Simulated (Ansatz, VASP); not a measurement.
Two plane-wave programs on Ti

```
Ti
1.0
     4.57954    0.00000    0.00000
    -2.28977    3.96599    0.00000
     0.00000    0.00000    2.83217
Ti
3
Direct
  0.00000 0.00000 0.00000
  0.33333 0.66667 0.50000
  0.66667 0.33333 0.50000
```

Alike in both runs: task relaxation of cell and atoms; functional PBE; k mesh 12 × 12 × 14; occupations fermi-dirac, width 0.15 eV; no spin polarisation.

|  | VASP | Ansatz |
| --- | --- | --- |
| version | VASP 6.6.1 | Ansatz 0.2.0 |
| potentials or method | VASP PAW PBE potentials, release 64 (Ti_sv), cutoff 600 eV | scalar-relativistic, plane waves, PAW |
| valence electrons in the cell | 36 | 36 |

|  | VASP | Ansatz | Ansatz less VASP |
| --- | --- | --- | --- |
| gap on the k mesh at the Fermi level, each at its own relaxed structure (eV) | none | none | - |
| relaxed volume (Å³/atom) | 17.17 | 17.21 | +0.039 |
| relaxed cell length with the largest relative difference (Å) | 4.586 | 4.590 | +0.0037 |

A gap of «none» marks a metal or a gap that the smearing closes.
